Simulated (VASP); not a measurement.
Input of a VASP 6.6.1 run:

Contents of INCAR:

```
SYSTEM = W
PREC = Accurate
ENCUT = 520
EDIFF = 1E-7
ISMEAR = -1
SIGMA = 0.1
LREAL = .False.
LASPH = .True.
NELM = 60
ALGO = Normal
ISIF = 2
LWAVE = .False.
LCHARG = .True.
LELF = .True.
LVHAR = .True.
NBANDS = 13
```

File KPOINTS:

```
Automatic mesh
0
Gamma
  7 7 7
  0 0 0
```

The input POSCAR:

```
W
1.0
   -1.5676867250      1.5676867250      1.5676867250
    1.5676867250     -1.5676867250      1.5676867250
    1.5676867250      1.5676867250     -1.5676867250
W
1
Direct
    0.0000000000      0.0000000000      0.0000000000
```

Potentials or basis: VASP PAW LDA potentials, release 64 (W_sv).

Command:

```console
$ cat potpaw_LDA.64/W_sv/POTCAR > POTCAR
$ mpirun -np 1 vasp_std > vasp.out
```

Q: What does it give for the pressure?

A: 2.3 GPa.

Q: Predict the band gap on the k mesh.

A: Zero (band 7 reaches 15.40 eV, above the bottom of band 8 at 10.43 eV).

Caveat: the k points lie up to 0.40 Å⁻¹ apart; spin-orbit coupling is left out, which moves the levels of the heavy elements.
